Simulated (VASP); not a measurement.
# Cu (P2/m) in VASP: further runs

Cu is run at these levels: LDA, PBEsol, r2SCAN; tasks: single point.

Program: VASP 6.6.1. These are calculated values, not measurements. Logs are shortened: lines on timing, memory, paths and dates and some standing lists are left out, and cuts for length are marked.

## Step 1: The cell of the first run

Symmetry: P2/m, No. 10, monoclinic system. Conventional cell: a = 11.570 Å, b = 2.238 Å, c = 22.224 Å, α = 90.00°, β = 101.93°, γ = 90.00°. Within 3.0 Å of Cu (site symmetry 2/m) lie 2 Cu at 2.24 Å.

## Step 2: Single point, LDA

INCAR

```
SYSTEM = Cu
PREC = Accurate
ENCUT = 600
EDIFF = 1E-6
ISMEAR = 0
SIGMA = 0.1
LREAL = .False.
LASPH = .True.
NELM = 120
ALGO = Normal
ISIF = 2
LWAVE = .False.
LCHARG = .True.
LELF = .True.
LVHAR = .True.
NBANDS = 12
GGA_COMPAT = .False.
```

KPOINTS

```
regular mesh
0
Gamma
  3 13 2
  0 0 0
```

POSCAR

```
Cu
1.0
   11.5702540000      0.0000000000      0.0000000000
    0.0000000000      2.2382120000      0.0000000000
   -4.5956240000      0.0000000000     21.7433880000
Cu
1
Direct
    0.5000000000      0.5000000000      0.5000000000
```

Potentials or basis: VASP PAW LDA potentials, release 64 (Cu).

Run with:

```sh
$ cat potpaw_LDA.64/Cu/POTCAR > POTCAR
$ mpirun -np 1 vasp_std > vasp.out
```

OUTCAR:

```text
SYSTEM = Cu
   PREC = Accurate
   ENCUT = 600
   EDIFF = 1E-6
   ISMEAR = 0
   LREAL = .False.
   LASPH = .True.
   NELM = 120
   ISIF = 2

 ion  position               nearest neighbor table
   1  0.500  0.500  0.500-

  LATTYP: Found a simple monoclinic cell.
 ALAT       =    11.5702540000
 B/A-ratio  =     0.1934453643
 C/A-ratio  =     1.9207652137
 COS(beta)  =    -0.2067889433

  Lattice vectors:

 A1 = (  11.5702540000,   0.0000000000,   0.0000000000)
 A2 = (   0.0000000000,   2.2382120000,   0.0000000000)
 A3 = (  -4.5956240000,   0.0000000000,  21.7433880000)

Analysis of symmetry for initial positions (statically):
=====================================================================
 Subroutine PRICEL returns:
 Original cell was already a primitive cell.

 Routine SETGRP: Setting up the symmetry group for a
 simple monoclinic supercell.

 Subroutine GETGRP returns: Found  4 space group operations
 (whereof  4 operations were pure point group operations)
 out of a pool of  4 trial point group operations.

The static configuration has the point symmetry C_2h.

Analysis of symmetry for dynamics (positions and initial velocities):
=====================================================================
 Subroutine PRICEL returns:
 Original cell was already a primitive cell.

 Routine SETGRP: Setting up the symmetry group for a
 simple monoclinic supercell.

 Subroutine GETGRP returns: Found  4 space group operations
 (whereof  4 operations were pure point group operations)
 out of a pool of  4 trial point group operations.

The dynamic configuration has the point symmetry C_2h.

 Subroutine INISYM returns: Found  4 space group operations
 (whereof  4 operations are pure point group operations),
 and found     1 'primitive' translations

----------------------------------------------------------------------------------------

                                     Primitive cell

  volume of cell :     563.0816

  direct lattice vectors                    reciprocal lattice vectors
    11.570254000  0.000000000  0.000000000     0.086428526  0.000000000  0.018267301
     0.000000000  2.238212000  0.000000000     0.000000000  0.446785202  0.000000000
    -4.595624000  0.000000000 21.743388000     0.000000000  0.000000000  0.045990993

  length of vectors
    11.570254000  2.238212000 22.223741397     0.088337899  0.446785202  0.045990993

  position of ions in fractional coordinates (direct lattice)
     0.500000000  0.500000000  0.500000000

  ion indices of the primitive-cell ions
   primitive index   ion index
                 1           1

----------------------------------------------------------------------------------------

 KPOINTS: regular mesh

Automatic generation of k-mesh.
 Grid dimensions read from file:
 generate k-points for:    3   13    2

 Generating k-lattice:

  Cartesian coordinates                     Fractional coordinates (reciprocal lattice)
     0.028809509  0.000000000  0.006089100     0.333333333  0.000000000  0.000000000
     0.000000000  0.034368092  0.000000000     0.000000000  0.076923077  0.000000000
     0.000000000  0.000000000  0.022995496     0.000000000  0.000000000  0.500000000

  Length of vectors
     0.029445966  0.034368092  0.022995496

  Shift w.r.t. Gamma in fractional coordinates (k-lattice)
     0.000000000  0.000000000  0.000000000

 Subroutine IBZKPT returns following result:
 ===========================================

 Found     28 irreducible k-points:

 Following reciprocal coordinates:
            Coordinates               Weight
  0.000000  0.000000  0.000000      1.000000
  0.333333  0.000000  0.000000      2.000000
  0.000000  0.076923  0.000000      2.000000
  0.333333  0.076923  0.000000      4.000000
  0.000000  0.153846  0.000000      2.000000
  0.333333  0.153846  0.000000      4.000000
[... 16 lines left out ...]
  0.000000  0.307692  0.500000      2.000000
  0.333333  0.307692  0.500000      4.000000
 [... further k-points ...]
   k-points           NKPTS =     28   k-points in BZ     NKDIM =     28   number of bands    NBANDS=     12
   number of dos      NEDOS =    301   number of ions     NIONS =      1
   total plane-waves  NPLWV = 311040
   dimension x,y,z NGX =    96 NGY =   18 NGZ =  180
   dimension x,y,z NGXF=   192 NGYF=   36 NGZF=  360
   ions per type =               1
   NGX,Y,Z   is equivalent  to a cutoff of  13.79, 13.37, 13.47 a.u.
   NGXF,Y,Z  is equivalent  to a cutoff of  27.59, 26.74, 26.93 a.u.
 SYSTEM =  Cu
   PREC   = accura    normal or accurate (medium, high low for compatibility)
   ISTART =      0    job   : 0-new  1-cont  2-samecut
   ICHARG =      2    charge: 1-file 2-atom 10-const
   ISPIN  =      1    spin polarized calculation?
   LNONCOLLINEAR =      F non collinear calculations
   LSORBIT =      F    spin-orbit coupling
   LASPH  =      T    aspherical Exc in radial PAW
   ENCUT  =  600.0 eV  44.10 Ry    6.64 a.u.  23.11  4.47 44.39*2*pi/ulx,y,z
   NELM   =    120;   NELMIN=  2; NELMDL= -5     # of ELM steps
   EDIFF  = 0.1E-05   stopping-criterion for ELM
   LREAL  =      F    real-space projection
[... 7 lines left out ...]
   TEBEG  =    0.0;   TEEND  =   0.0 temperature during run
   PSTRESS=    0.0 pullay stress
   NELECT =      11.0000    total number of electrons
   NUPDOWN=      -1.0000    fix difference up-down
   EMIN   =  10.00;   EMAX   =-10.00  energy-range for DOS
   EFERMI =   0.00;   METHOD = LEGACY
   ISMEAR =     0;   SIGMA  =   0.10  broadening in eV -4-tet -1-fermi 0-gaus
   EFERMI_NEDOS =   21; number of points for ismear=-14 and -15
   IALGO  =     38    algorithm
   IMIX   =      4    mixing-type and parameters
     AMIX     =   0.40;   BMIX     =  1.00
     AMIX_MAG =   1.60;   BMIX_MAG =  1.00
  volume/ion in A,a.u.               =     563.08      3799.86
  Fermi-wavevector in a.u.,A,eV,Ry     =   0.440909  0.833197  2.644978  0.194400
  Thomas-Fermi vector in A             =   1.415886
   LORBIT       =      0    0 simple, 1 ext, 2 COOP (PROOUT), +10 PAW based schemes
   GGA     = CA    functional components
   LHFCALC =     F    Hartree Fock is set to
   AEXX    =    0.0000 exact exchange contribution
   IVDW    =     0    specifies the selected vdW correction
   LEPSILON=     F    determine dielectric tensor
   LRPA    =     F    only Hartree local field effects (RPA)
 non-spin polarized calculation
 Gauss-broadening in eV      SIGMA  =   0.10
  energy-cutoff  :      600.00
  volume of cell :      563.08
 maximum number of plane-waves:     18936
 NGX is ok and might be reduce to    96
   NGX = 47   NGY =  9   NGZ = 89

 number of electron      10.9999999 magnetization

 Free energy of the ion-electron system (eV)
  ---------------------------------------------------
  ext. energy  EPLUGINS =         0.00000000
  ---------------------------------------------------
  free energy    TOTEN  =        -2.13716217 eV

  energy without entropy =       -2.12911586  energy(sigma->0) =       -2.13313902

 E-fermi :  -5.3643     XC(G=0):  -0.7580

 val. band max:       -5.4195460569   @ k =   0.0000   0.0000   0.0000
 cond. band min:      -4.7262723617   @ k =   0.0000   0.3077   0.0000
 fundamental gap:      0.6932736952
 Fermi energy:        -5.3643359107

 k-point     1 :       0.0000    0.0000    0.0000
  band No.  band energies     occupation
      1      -8.9071      2.00000
      2      -6.4847      2.00000
      3      -6.2940      2.00000
      4      -6.2940      2.00000
      5      -5.4196      1.56511
      6      -5.4195      1.56507
      7      -2.3478      0.00000
      8      -2.3426      0.00000
      9       0.0315      0.00000
     10       0.4337      0.00000
     11       0.5242      0.00000
     12       0.9633      0.00000

 k-point     2 :       0.3333    0.0000    0.0000
  band No.  band energies     occupation
      1      -8.9071      2.00000
      2      -6.4847      2.00000
      3      -6.2940      2.00000
      4      -6.2940      2.00000
      5      -5.4195      1.56509
      6      -5.4195      1.56508
      7      -2.3497      0.00000
      8      -2.3471      0.00000
      9       0.2030      0.00000
     10       0.5178      0.00000
     11       0.6585      0.00000
     12       0.6820      0.00000

 k-point     3 :       0.0000    0.0769    0.0000
  band No.  band energies     occupation
      1      -8.6908      2.00000
      2      -6.3969      2.00000
      3      -6.2696      2.00000
      4      -6.2696      2.00000
      5      -5.5841      1.99812
      6      -5.5841      1.99812
      7      -2.0859      0.00000
      8      -2.0802      0.00000
      9       0.2058      0.00000
     10       0.6103      0.00000
     11       0.7055      0.00000
     12       1.1387      0.00000
[... 286 lines left out ...]
 k-point    23 :       0.0000    0.3077    0.5000
  band No.  band energies     occupation
      1      -6.8027      2.00000
      2      -6.8027      2.00000
      3      -6.2399      2.00000
      4      -6.0063      2.00000
      5      -6.0063      2.00000
      6      -4.7263      0.00000
      7       0.9756      0.00000
      8       0.9852      0.00000
      9       2.8342      0.00000
     10       3.1458      0.00000
     11       3.5723      0.00000
     12       3.8053      0.00000

 k-point    24 :       0.3333    0.3077    0.5000
  band No.  band energies     occupation
      1      -6.8027      2.00000
      2      -6.8027      2.00000
      3      -6.2399      2.00000
      4      -6.0063      2.00000
      5      -6.0063      2.00000
      6      -4.7263      0.00000
      7       0.9720      0.00000
      8       0.9770      0.00000
      9       3.0062      0.00000
     10       3.2676      0.00000
     11       3.5221      0.00000
     12       3.6103      0.00000

 [... further k-points ...]

------------------------ aborting loop because EDIFF is reached ----------------------------------------

  FORCE on cell =-STRESS in cart. coord.  units (eV):
  Direction    XX          YY          ZZ          XY          YZ          ZX
  --------------------------------------------------------------------------------------
  -------------------------------------------------------------------------------------
  Total       -0.0054762     -0.3562113     -0.0026694      0.0000000      0.0000000      0.0000622
  in kB       -0.0155818     -1.0135543     -0.0075954      0.0000000      0.0000000      0.0001771
  external PRESSURE =      -0.3455772 kB  Pullay stress =       0.0000000 kB

 VOLUME and BASIS-vectors are now :
 -----------------------------------------------------------------------------
  energy-cutoff  :      600.00
  volume of cell :      563.08
      direct lattice vectors                 reciprocal lattice vectors
    11.570254000  0.000000000  0.000000000     0.086428526  0.000000000  0.018267301
     0.000000000  2.238212000  0.000000000     0.000000000  0.446785202  0.000000000
    -4.595624000  0.000000000 21.743388000     0.000000000  0.000000000  0.045990993

 POSITION                                       TOTAL-FORCE (eV/Angst)
 -----------------------------------------------------------------------------------
      3.48732      1.11911     10.87169        -0.000000      0.000000      0.000000
 -----------------------------------------------------------------------------------
    total drift:                                0.000000     -0.000000     -0.000000

  FREE ENERGIE OF THE ION-ELECTRON SYSTEM (eV)
  ---------------------------------------------------
  free  energy   TOTEN  =        -2.1371621659 eV

  energy  without entropy=       -2.1291158645  energy(sigma->0) =       -2.13313902
```

Run time: 3.8 min. Hardware: 1 thread of Intel Xeon Platinum 8488C (Sapphire Rapids), shared host; peak memory 0.59 GiB.

Results:

* Free energy: -2.1372 eV
* Pressure: 0.0 GPa
* Band gap on the k mesh: zero (an odd number of electrons rules out a gap without spin polarisation)

Stress tensor (GPa, compression positive):
```
 0.00  0.00  0.00
 0.00 -0.10  0.00
 0.00  0.00  0.00
```

Levels at points of the mesh, in eV from the Fermi level:
| k point | band 4 | band 5 | band 6 | band 7 | band 8 | band 9 |
| --- | --- | --- | --- | --- | --- | --- |
| (0.00, 0.00, 0.00) | -0.93 | -0.06 | -0.06 | 3.02 | 3.02 | 5.40 |
| (0.00, 0.00, 0.50) | -0.93 | -0.06 | -0.06 | 3.02 | 3.02 | 5.42 |

## Step 3: Single point, PBEsol

INCAR

```
PREC = Accurate
ENCUT = 600
EDIFF = 1E-6
ISMEAR = 0
SIGMA = 0.1
LREAL = F
LASPH = T
NELM = 120
ALGO = Normal
ISIF = 2
LWAVE = F
LCHARG = T
GGA = PS
LELF = T
LVHAR = T
NBANDS = 12
GGA_COMPAT = F
```

KPOINTS

```
regular mesh
0
Gamma
  3 13 2
```

POSCAR is that of step 2.

Potentials or basis: VASP PAW PBE potentials, release 64 (Cu).

Run with:

```sh
$ cat potpaw_PBE.64/Cu/POTCAR > POTCAR
$ mpirun -np 1 vasp_std > vasp.out
```

Wall time 4.3 min (1 thread of Intel Xeon Platinum 8488C (Sapphire Rapids), shared host); peak memory 0.76 GiB.

It converged, with:

```yaml
Free_energy: -1.9533 eV
Pressure: 0.0 GPa
Band_gap_on_the_k_mesh: zero (an odd number of electrons rules out a gap without spin polarisation)
```

Stress tensor (GPa, compression positive):
```
0.00 0.00 0.00
0.00 0.08 0.00
0.00 0.00 0.00
```

Levels at points of the mesh, in eV from the Fermi level:
```tsv
k point	band 3	band 4	band 5	band 6	band 7	band 8	band 9	band 10
(0.00, 0.00, 0.00)	-0.94	-0.94	-0.05	-0.05	2.95	2.96	5.10	5.50
(0.00, 0.00, 0.50)	-0.94	-0.94	-0.05	-0.05	2.95	2.96	5.13	5.36
```

Caveat: the PAW data sets were made with another functional, which shifts forces and pressure a little.

## Step 4: Single point, r2SCAN

POSCAR is that of step 3.

INCAR.step1

```
PREC = Accurate
ENCUT = 660
ISMEAR = 0
SIGMA = 0.1
LREAL = F
LASPH = T
NELM = 120
NBANDS = 12
GGA = PE
ALGO = Normal
EDIFF = 1E-5
LWAVE = T
LCHARG = F
GGA_COMPAT = F
```

INCAR.step2

```
PREC = Accurate
ENCUT = 660
EDIFF = 1E-6
ISMEAR = 0
SIGMA = 0.1
LREAL = F
LASPH = T
NELM = 120
ALGO = Normal
ISIF = 2
LWAVE = F
LCHARG = F
METAGGA = R2SCAN
LMIXTAU = T
NBANDS = 12
ISTART = 1
GGA_COMPAT = F
```

KPOINTS is that of step 3.

Run with:

```sh
$ cat potpaw_PBE.64/Cu/POTCAR > POTCAR
$ cp INCAR.step1 INCAR
$ mpirun -np 1 vasp_std > vasp.out
$ cp INCAR.step2 INCAR
$ mpirun -np 1 vasp_std > vasp.out
```

Wall time 27 min (1 thread of Intel Xeon Platinum 8488C (Sapphire Rapids), shared host); peak memory 0.95 GiB.

It converged, with:

* Free energy: -8.5134 eV
* Pressure: 0.0 GPa
* Band gap on the k mesh: zero (an odd number of electrons rules out a gap without spin polarisation)

Levels at points of the mesh, in eV from the Fermi level:
```tsv
k point	band 3	band 4	band 5	band 6	band 7	band 8	band 9	band 10
(0.00, 0.00, 0.00)	-0.99	-0.99	-0.05	-0.05	3.13	3.14	5.35	5.69
(0.00, 0.00, 0.50)	-0.99	-0.99	-0.05	-0.05	3.13	3.14	5.41	5.49
```

Caveat: the PAW data sets were made with another functional, which shifts forces and pressure a little.

## Step 5: The runs side by side

```tsv
level	potentials or basis	cutoff (eV)	gap on the mesh (eV)	pressure (GPa)
LDA	VASP PAW LDA potentials, release 64 (Cu)	600	none	0.0
PBEsol	VASP PAW PBE potentials, release 64 (Cu)	600	none	0.0
r2SCAN	VASP PAW PBE potentials, release 64 (Cu)	660	none	0.0
```

Alike in all rows: task single point; no spin polarisation; cell as given; k mesh 3 × 13 × 2; smearing gaussian 0.1 eV.

Caveats: the PAW data sets were made with another functional, which shifts forces and pressure a little (at least some runs).

Total energies depend on the potentials used, so only differences within one code and one set of settings carry meaning.
